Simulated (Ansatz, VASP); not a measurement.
Two plane-wave programs on Ti

```
Ti
1.0
    -1.60495    1.60495    1.68520
     1.60495   -1.60495    1.68520
     1.60495    1.60495   -1.68520
Ti
1
Cartesian
  0.0000 0.0000 0.0000
```

Change from the starting cell: engineering shear strain xy +0.0000, normal strain along z +0.0500.

Alike in both runs: task single point; functional PBEsol; k mesh 20 × 20 × 20; occupations gaussian, width 0.15 eV; no spin polarisation.

|  | VASP | Ansatz |
| --- | --- | --- |
| version | VASP 6.6.1 | Ansatz 0.2.0 |
| potentials or method | VASP PAW PBE potentials, release 64 (Ti_sv), cutoff 520 eV | scalar-relativistic, plane waves, PAW |
| valence electrons in the cell | 12 | 12 |

```tsv
	VASP	Ansatz	Ansatz less VASP
gap on the k mesh at the Fermi level (eV)	none	none	-
pressure (GPa)	-5.2	-5.0	+0.21
traceless stress, the component that is largest in VASP (GPa)	0.66	0.66	-0.001
```

VASP's potentials were made for PBE, not for PBEsol, and Ansatz warns of the same on its side. A gap of «none» marks a metal or a gap that the smearing closes. With one functional, cell and mesh, what is left measures potentials, basis and numerics.
